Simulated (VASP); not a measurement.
# CdTe (Fm-3m) in VASP: a series of runs

The runs below take CdTe through single point, with r2SCAN+D4, LDA.

Everything below comes from runs of VASP 6.6.1. Logs are shortened: lines on timing, memory, paths and dates and some standing lists are left out, and cuts for length are marked.

## (1) The cell of the first run

Symmetry: Fm-3m, No. 225, cubic system. The conventional cell has a = 6.410 Å, b = 6.410 Å, c = 6.410 Å, α = 90.00°, β = 90.00°, γ = 90.00°. Within 4.2 Å of Cd (site symmetry m-3m) lie 6 Te at 3.20 Å. Te (site symmetry m-3m) has 6 Cd at 3.20 Å within 4.2 Å.

## (2) Single point, r2SCAN+D4

POSCAR

```
CdTe
1.0
    0.0000000000      3.2049986979      3.2049986979
    3.2049986979      0.0000000000      3.2049986979
    3.2049986979      3.2049986979      0.0000000000
Cd Te
1 1
Direct
    0.5000000000      0.5000000000      0.5000000000
    0.0000000000      0.0000000000      0.0000000000
```

INCAR.step1

```
SYSTEM = CdTe
ALGO = Normal ; EDIFF = 1E-4
ENCUT = 520 ; GGA = PE
ISMEAR = 0 ; LASPH = .True.
LCHARG = .False. ; LREAL = .False.
LWAVE = .True. ; NBANDS = 16
NELM = 100 ; PREC = Accurate
SIGMA = 0.05
```

INCAR.step2

```
SYSTEM = CdTe
ALGO = Normal ; EDIFF = 1E-6
ENCUT = 520 ; ISIF = 2
ISMEAR = 0 ; ISTART = 1
IVDW = 13 ; LASPH = .True.
LCHARG = .False. ; LMIXTAU = .True.
LREAL = .False. ; LWAVE = .False.
METAGGA = R2SCAN ; NBANDS = 16
NELM = 100 ; PREC = Accurate
SIGMA = 0.05 ; VDW_A1 = 0.51559235
VDW_A2 = 5.77342911 ; VDW_S6 = 1.0
VDW_S8 = 0.6018749
```

KPOINTS

```
k-points
0
Gamma
  6 6 6
  0 0 0
```

Potentials or basis: VASP PAW PBE potentials, release 64 (Cd, Te).

Started as:

```sh
$ cat potpaw_PBE.64/Cd/POTCAR potpaw_PBE.64/Te/POTCAR > POTCAR
$ cp INCAR.step1 INCAR
$ mpirun -np 1 vasp_std > vasp.out
$ cp INCAR.step2 INCAR
$ mpirun -np 1 vasp_std > vasp.out
```

OUTCAR:

```text
SYSTEM = CdTe
   EDIFF = 1E-6
   ENCUT = 520
   ISIF = 2
   ISMEAR = 0
   ISTART = 1
   IVDW = 13
   LASPH = .True.
   LREAL = .False.
   METAGGA = R2SCAN
   NELM = 100
   PREC = Accurate

 ion  position               nearest neighbor table
   1  0.500  0.500  0.500-   2 3.20   2 3.20   2 3.20   2 3.20   2 3.20   2 3.20
   2  0.000  0.000  0.000-   1 3.20   1 3.20   1 3.20   1 3.20   1 3.20   1 3.20

  LATTYP: Found a face centered cubic cell.
 ALAT       =     6.4099973958

  Lattice vectors:

 A1 = (   0.0000000000,   3.2049986979,   3.2049986979)
 A2 = (   3.2049986979,   0.0000000000,   3.2049986979)
 A3 = (   3.2049986979,   3.2049986979,   0.0000000000)

Analysis of symmetry for initial positions (statically):
=====================================================================
 Subroutine PRICEL returns:
 Original cell was already a primitive cell.

 Routine SETGRP: Setting up the symmetry group for a
 face centered cubic supercell.

 Subroutine GETGRP returns: Found 48 space group operations
 (whereof 48 operations were pure point group operations)
 out of a pool of 48 trial point group operations.

The static configuration has the point symmetry O_h .

Analysis of symmetry for dynamics (positions and initial velocities):
=====================================================================
 Subroutine PRICEL returns:
 Original cell was already a primitive cell.

 Routine SETGRP: Setting up the symmetry group for a
 face centered cubic supercell.

 Subroutine GETGRP returns: Found 48 space group operations
 (whereof 48 operations were pure point group operations)
 out of a pool of 48 trial point group operations.

The dynamic configuration has the point symmetry O_h .

 Subroutine INISYM returns: Found 48 space group operations
 (whereof 48 operations are pure point group operations),
 and found     1 'primitive' translations

----------------------------------------------------------------------------------------

                                     Primitive cell

  volume of cell :      65.8436

  direct lattice vectors                    reciprocal lattice vectors
     0.000000000  3.204998698  3.204998698    -0.156006304  0.156006304  0.156006304
     3.204998698  0.000000000  3.204998698     0.156006304 -0.156006304  0.156006304
     3.204998698  3.204998698  0.000000000     0.156006304  0.156006304 -0.156006304

  length of vectors
     4.532552626  4.532552626  4.532552626     0.270210844  0.270210844  0.270210844

  position of ions in fractional coordinates (direct lattice)
     0.500000000  0.500000000  0.500000000
     0.000000000  0.000000000  0.000000000

  ion indices of the primitive-cell ions
   primitive index   ion index
                 1           1
                 2           2

----------------------------------------------------------------------------------------

 KPOINTS: k-points

Automatic generation of k-mesh.
 Grid dimensions read from file:
 generate k-points for:    6    6    6

 Generating k-lattice:

  Cartesian coordinates                     Fractional coordinates (reciprocal lattice)
    -0.026001051  0.026001051  0.026001051     0.166666667  0.000000000  0.000000000
     0.026001051 -0.026001051  0.026001051     0.000000000  0.166666667  0.000000000
     0.026001051  0.026001051 -0.026001051     0.000000000  0.000000000  0.166666667

  Length of vectors
     0.045035141  0.045035141  0.045035141

  Shift w.r.t. Gamma in fractional coordinates (k-lattice)
     0.000000000  0.000000000  0.000000000

 Subroutine IBZKPT returns following result:
 ===========================================

 Found     16 irreducible k-points:

 Following reciprocal coordinates:
            Coordinates               Weight
  0.000000  0.000000  0.000000      1.000000
  0.166667  0.000000  0.000000      8.000000
  0.333333  0.000000  0.000000      8.000000
  0.500000  0.000000  0.000000      4.000000
  0.166667  0.166667  0.000000      6.000000
  0.333333  0.166667  0.000000     24.000000
[... 8 lines left out ...]
 -0.333333  0.333333  0.166667     24.000000
 -0.333333  0.500000  0.166667     12.000000
   k-points           NKPTS =     16   k-points in BZ     NKDIM =     16   number of bands    NBANDS=     16
   number of dos      NEDOS =    301   number of ions     NIONS =      2
   total plane-waves  NPLWV =  46656
   dimension x,y,z NGX =    36 NGY =   36 NGZ =   36
   dimension x,y,z NGXF=    72 NGYF=   72 NGZF=   72
   ions per type =               1   1
   NGX,Y,Z   is equivalent  to a cutoff of  13.20, 13.20, 13.20 a.u.
   NGXF,Y,Z  is equivalent  to a cutoff of  26.41, 26.41, 26.41 a.u.
 SYSTEM =  CdTe
   PREC   = accura    normal or accurate (medium, high low for compatibility)
   ISTART =      1    job   : 0-new  1-cont  2-samecut
   ICHARG =      0    charge: 1-file 2-atom 10-const
   ISPIN  =      1    spin polarized calculation?
   LNONCOLLINEAR =      F non collinear calculations
   LSORBIT =      F    spin-orbit coupling
   LASPH  =      T    aspherical Exc in radial PAW
   ENCUT  =  520.0 eV  38.22 Ry    6.18 a.u.   8.43  8.43  8.43*2*pi/ulx,y,z
   NELM   =    100;   NELMIN=  2; NELMDL=  0     # of ELM steps
   EDIFF  = 0.1E-05   stopping-criterion for ELM
   LREAL  =      F    real-space projection
   EDIFFG = 0.1E-04   stopping-criterion for IOM
   NSW    =      0    number of steps for IOM
   IBRION =     -1    ionic relax: 0-MD 1-quasi-New 2-CG
   NFREE  =      0    steps in history (QN), initial steepest desc. (CG)
   ISIF   =      2    stress and relaxation
   ISYM   =      2    0-nonsym 1-usesym 2-fastsym
   POTIM  = 0.5000    time-step for ionic-motion
   TEBEG  =    0.0;   TEEND  =   0.0 temperature during run
   PSTRESS=    0.0 pullay stress
   NELECT =      18.0000    total number of electrons
   NUPDOWN=      -1.0000    fix difference up-down
   EMIN   =  10.00;   EMAX   =-10.00  energy-range for DOS
   EFERMI =   0.00;   METHOD = LEGACY
   ISMEAR =     0;   SIGMA  =   0.05  broadening in eV -4-tet -1-fermi 0-gaus
   EFERMI_NEDOS =   21; number of points for ismear=-14 and -15
   IALGO  =     38    algorithm
   IMIX   =      4    mixing-type and parameters
     AMIX     =   0.40;   BMIX     =  1.00
     AMIX_MAG =   1.60;   BMIX_MAG =  1.00
  volume/ion in A,a.u.               =      32.92       222.17
  Fermi-wavevector in a.u.,A,eV,Ry     =   1.062497  2.007829 15.359622  1.128900
  Thomas-Fermi vector in A             =   2.197950
   LORBIT       =      0    0 simple, 1 ext, 2 COOP (PROOUT), +10 PAW based schemes
   METAGGA = R2SCAN    functional components
   LHFCALC =     F    Hartree Fock is set to
   AEXX    =    0.0000 exact exchange contribution
   IVDW    =    13    specifies the selected vdW correction
   LEPSILON=     F    determine dielectric tensor
   LRPA    =     F    only Hartree local field effects (RPA)
 non-spin polarized calculation
 Gauss-broadening in eV      SIGMA  =   0.05
  energy-cutoff  :      520.00
  volume of cell :       65.84
 maximum number of plane-waves:      1807
 NGX is ok and might be reduce to    36
   NGX = 17   NGY = 17   NGZ = 17

 number of electron      17.9999995 magnetization

 Free energy of the ion-electron system (eV)
  ---------------------------------------------------
  ext. energy  EPLUGINS =         0.00000000
  ---------------------------------------------------
  free energy    TOTEN  =       -46.10567809 eV

  energy without entropy =      -46.10442780  energy(sigma->0) =      -46.10505295

 E-fermi :   2.4423     XC(G=0):  -9.4942

 val. band max:        2.4184765189   @ k =  -0.1667   0.1667   0.0000
 cond. band min:       2.6213748020   @ k =   0.0000   0.0000   0.0000
 fundamental gap:      0.2028982831
 Fermi energy:         2.4423413314

 k-point     1 :       0.0000    0.0000    0.0000
  band No.  band energies     occupation
      1      -8.7206      2.00000
      2      -6.0860      2.00000
      3      -6.0860      2.00000
      4      -6.0590      2.00000
      5      -6.0590      2.00000
      6      -6.0590      2.00000
[... 8 lines left out ...]
     15      10.2476      0.00000
     16      10.2476      0.00000

 k-point     2 :       0.1667    0.0000    0.0000
  band No.  band energies     occupation
      1      -8.5526      2.00000
      2      -6.1070      2.00000
      3      -6.1070      2.00000
      4      -6.0625      2.00000
      5      -6.0480      2.00000
      6      -6.0480      2.00000
[... 8 lines left out ...]
     15      10.5349      0.00000
     16      10.5349      0.00000

 k-point     3 :       0.3333    0.0000    0.0000
  band No.  band energies     occupation
      1      -8.1607      2.00000
      2      -6.1517      2.00000
      3      -6.1517      2.00000
      4      -6.0745      2.00000
      5      -6.0226      2.00000
      6      -6.0226      2.00000
[... 8 lines left out ...]
     15      11.9715      0.00000
     16      11.9715      0.00000

 k-point     4 :       0.5000    0.0000    0.0000
  band No.  band energies     occupation
      1      -7.9233      2.00000
      2      -6.1740      2.00000
      3      -6.1740      2.00000
      4      -6.0857      2.00000
      5      -6.0096      2.00000
      6      -6.0096      2.00000
[... 8 lines left out ...]
     15      13.6325      0.00000
     16      13.6325      0.00000
[... 172 lines left out ...]
 k-point    14 :       0.5000    0.3333    0.1667
  band No.  band energies     occupation
      1      -8.0853      2.00000
      2      -6.1198      2.00000
      3      -6.0683      2.00000
      4      -6.0368      2.00000
      5      -6.0082      2.00000
      6      -5.8750      2.00000
[... 8 lines left out ...]
     15      13.7236      0.00000
     16      13.8862      0.00000

 k-point    15 :      -0.3333    0.3333    0.1667
  band No.  band energies     occupation
      1      -8.0078      2.00000
      2      -6.1357      2.00000
      3      -6.0535      2.00000
      4      -6.0458      2.00000
      5      -5.9968      2.00000
      6      -5.7454      2.00000
[... 8 lines left out ...]
     15      11.9947      0.00000
     16      14.7995      0.00000

 k-point    16 :      -0.3333    0.5000    0.1667
  band No.  band energies     occupation
      1      -8.0611      2.00000
      2      -6.1032      2.00000
      3      -6.0728      2.00000
      4      -6.0194      2.00000
      5      -5.9867      2.00000
      6      -5.5681      2.00000
[... 8 lines left out ...]
     15      13.5500      0.00000
     16      15.4333      0.00000

------------------------ aborting loop because EDIFF is reached ----------------------------------------

  DFT-D4 for vdW energy calculation

  Edisp (eV):   -0.25941

  FORCE on cell =-STRESS in cart. coord.  units (eV):
  Direction    XX          YY          ZZ          XY          YZ          ZX
  --------------------------------------------------------------------------------------
  -------------------------------------------------------------------------------------
  Total      -2.54063    -2.54063    -2.54063     0.00000    -0.00000    -0.00000
  in kB     -61.82135   -61.82135   -61.82135     0.00000    -0.00000    -0.00000
  external pressure =      -61.82 kB  Pullay stress =        0.00 kB

 VOLUME and BASIS-vectors are now :
 -----------------------------------------------------------------------------
  energy-cutoff  :      520.00
  volume of cell :       65.84
      direct lattice vectors                 reciprocal lattice vectors
     0.000000000  3.204998698  3.204998698    -0.156006304  0.156006304  0.156006304
     3.204998698  0.000000000  3.204998698     0.156006304 -0.156006304  0.156006304
     3.204998698  3.204998698  0.000000000     0.156006304  0.156006304 -0.156006304

 POSITION                                       TOTAL-FORCE (eV/Angst)
 -----------------------------------------------------------------------------------
      3.20500      3.20500      3.20500         0.000000      0.000000      0.000000
      0.00000      0.00000      0.00000        -0.000000     -0.000000      0.000000
 -----------------------------------------------------------------------------------
    total drift:                                0.000000      0.000000      0.000000

  FREE ENERGIE OF THE ION-ELECTRON SYSTEM (eV)
  ---------------------------------------------------
  free  energy   TOTEN  =       -46.3650864900 eV

  energy  without entropy=      -46.3638361968  energy(sigma->0) =      -46.36446134
```

It took 30 s on 1 thread of Intel Xeon 6975P-C (Granite Rapids), shared host; peak memory 0.22 GiB.

Results:

| Item | Value |
| --- | --- |
| Free energy | -46.3651 eV |
| Pressure | -6.2 GPa |
| Band gap on the k mesh | zero (band 9 reaches 2.42 eV, above the bottom of band 10 at 1.48 eV) |
| Dispersion energy per atom | -0.130 eV |

Caveat: the PAW data sets were made with another functional, which shifts forces and pressure a little; spin-orbit coupling is left out, which moves the levels of the heavy elements; pairwise dispersion overbinds metals, which lowers pressure and volume.

## (3) Single point, LDA (volume scaled by 0.98)

INCAR

```
SYSTEM = CdTe
  PREC = Accurate
  ENCUT = 520
  EDIFF = 1E-7
  ISMEAR = 0
  SIGMA = 0.05
  LREAL = .FALSE.
  LASPH = .TRUE.
  NELM = 100
  ALGO = Normal
  ISIF = 2
  LWAVE = .FALSE.
  LCHARG = .TRUE.
  LELF = .TRUE.
  LVHAR = .TRUE.
  NBANDS = 16
```

KPOINTS

```
regular mesh
0
G
  6 6 6
  0 0 0
```

POSCAR

```
CdTe
1.0
    0.0000000000      2.9471344606      2.9471344606
    2.9471344606      0.0000000000      2.9471344606
    2.9471344606      2.9471344606      0.0000000000
Cd Te
1 1
Direct
    0.5000000000      0.5000000000      0.5000000000
    0.0000000000      0.0000000000      0.0000000000
```

Potentials or basis: VASP PAW LDA potentials, release 64 (Cd, Te).

Started as:

```sh
$ cat potpaw_LDA.64/Cd/POTCAR potpaw_LDA.64/Te/POTCAR > POTCAR
$ mpirun -np 1 vasp_std > vasp.out
```

Wall time 6.1 s (1 thread of AMD EPYC 9R45 (Zen 5), shared host); peak memory 0.12 GiB.

The run converged. Its results:

```yaml
Free_energy: -5.7868 eV
Pressure: 1.7 GPa
Band_gap_on_the_k_mesh: zero (band 9 reaches 5.02 eV, above the bottom of band 10 at 3.42 eV)
```

Levels at points of the mesh, in eV from the Fermi level:
```tsv
k point	band 5	band 6	band 7	band 8	band 9	band 10	band 11	band 12	band 13	band 14
(0.00, 0.00, 0.00)	-8.56	-8.56	-0.63	-0.63	-0.63	0.64	7.09	7.09	7.09	7.83
(0.50, 0.00, 0.00)	-8.45	-8.45	-5.84	-0.04	-0.04	2.54	3.77	3.77	5.13	10.52
(0.50, 0.50, 0.00)	-8.39	-7.53	-4.84	-2.52	-2.52	-1.55	4.00	9.64	9.64	10.45
```

Caveat: spin-orbit coupling is left out, which moves the levels of the heavy elements.
